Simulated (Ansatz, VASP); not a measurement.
**One calculation of CaO, two programs**

```
CELL_PARAMETERS angstrom
0.00000 2.47405 2.60673
2.47405 0.00000 2.60673
2.47405 2.47405 0.00000
ATOMIC_POSITIONS crystal
Ca 0.00000 0.00000 0.00000
O 0.25000 0.25000 0.25000
```

Change from the starting cell: biaxial_xy strain -5.1%.

Alike in both runs: task single point; functional HSE06; k mesh 6 × 6 × 6; no spin polarisation.

|  | VASP | Ansatz |
| --- | --- | --- |
| version | VASP 6.6.1 | Ansatz 0.2.0 |
| potentials or method | VASP PAW PBE potentials, release 64 (Ca_sv, O) | plane waves, PAW |
| plane-wave cutoff (eV) | 520 | 420 |
| occupations | gaussian, width 0.01 eV | fixed |
| valence electrons in the cell | 16 | 16 |

|  | VASP | Ansatz | Ansatz less VASP |
| --- | --- | --- | --- |
| gap on the k mesh at the Fermi level (eV) | 5.06 | 5.08 | +0.019 |
| pressure (GPa) | 11.3 | 10.4 | -0.85 |
| traceless stress, the component that is largest in VASP (GPa) | -0.25 | -0.31 | -0.055 |

Ansatz's warnings: stress exchange threshold loose, stress scf threshold loose.
